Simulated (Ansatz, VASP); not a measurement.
One calculation of Al, two programs

```
Al
1.0
     0.00000    2.02073    2.02073
     2.02073    0.00000    2.02073
     2.02073    2.02073    0.00000
Al
1
Direct
  0.00000 0.00000 0.00000
```

Alike in both runs: task relaxation of cell and atoms; functional r2SCAN; k mesh 18 × 18 × 18; occupations gaussian, width 0.1 eV; no spin polarisation.

```csv
,VASP,Ansatz
version,VASP 6.6.1,Ansatz 0.2.0
potentials or method,"VASP PAW PBE potentials, release 64 (Al), cutoff 600 eV","scalar-relativistic, plane waves, PAW"
valence electrons in the cell,3,3
```

Ansatz gave:

```
gap on the k mesh at the Fermi level, each at its own relaxed structure (eV) : none
relaxed volume (Å³/atom)                                                     : 15.90
relaxed cell length with the largest relative difference (Å)                 : 2.823
```

Problem. Which values does VASP return?

Solution. gap on the k mesh at the Fermi level, each at its own relaxed structure (eV): none; relaxed volume (Å³/atom): 15.84; relaxed cell length with the largest relative difference (Å): 2.819.

VASP's potentials were made for PBE, not for r2SCAN. A gap of «none» marks a metal or a gap that the smearing closes.
